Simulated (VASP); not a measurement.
The system is LiF.

```xyz
2
Lattice="0.0000 1.8244 1.8244 1.8244 0.0000 1.8244 1.8244 1.8244 0.0000" Properties=species:S:1:pos:R:3 pbc="T T T"
Li    0.0000    0.0000    0.0000
F     0.9122    0.9122    0.9122
```

```yaml
Program: VASP 6.6.1
Task: relaxation of cell and atoms
Functional: PBE
Potentials_or_basis: VASP PAW PBE potentials, release 64 (Li_sv, F_h)
Cutoff: 1350 eV
k_mesh: 10 × 10 × 10
Occupations: fermi-dirac, width 0.02 eV
Spin: no spin polarisation
```

At the start: pressure 86.2 GPa; volume 6.07 Å³/atom.

Problem. How do energy, volume and symmetry change on relaxing?

Solution. Over 21 steps the energy falls by 723.8 meV/atom and the volume is 10.35 Å³/atom (+70.4 %); space group F-43m (No. 216, to 0.1 Å) before and after.

The path:
```
step  energy change (eV)  largest force (eV/Å)  pressure (GPa)  volume (Å³)
   1              0.0000                0.0000           86.25        12.15
   2             -1.4145                0.0000            6.19        18.85
   3             -1.4410                0.0000            2.57        19.83
   4             -1.4355                0.0000           -3.06        21.89
   5             -1.4476                0.0000           -0.08        20.70
   6             -1.4473                0.0000            0.50        20.50
   7             -1.4473                0.0000            0.49        20.50
   8             -1.4473                0.0000            0.48        20.50
   9             -1.4473                0.0000            0.48        20.50
  10             -1.4473                0.0000            0.48        20.50
  11             -1.4473                0.0000            0.48        20.50
  12             -1.4473                0.0000            0.48        20.50
  13             -1.4473                0.0000            0.48        20.51
  14             -1.4473                0.0000            0.48        20.51
  15             -1.4473                0.0000            0.47        20.51
  16             -1.4473                0.0000            0.47        20.51
  17             -1.4473                0.0000            0.45        20.52
  18             -1.4474                0.0000            0.41        20.53
  19             -1.4474                0.0000            0.35        20.55
  20             -1.4475                0.0000            0.21        20.60
  21             -1.4476                0.0000           -0.06        20.69
```

Final structure:
```yaml
crystal:
  lattice:
    - [0.00000, 2.17908, 2.17908]
    - [2.17908, 0.00000, 2.17908]
    - [2.17908, 2.17908, 0.00000]
  atoms:
    - { symbol: Li, position: [0.00000, 0.00000, 0.00000] }
    - { symbol: F, position: [0.25000, 0.25000, 0.25000] }
```

Caveat: the volume moved by over 15 % at a fixed basis, so the end points are rough; the structure was generated, so it needn't be the stable form of LiF.
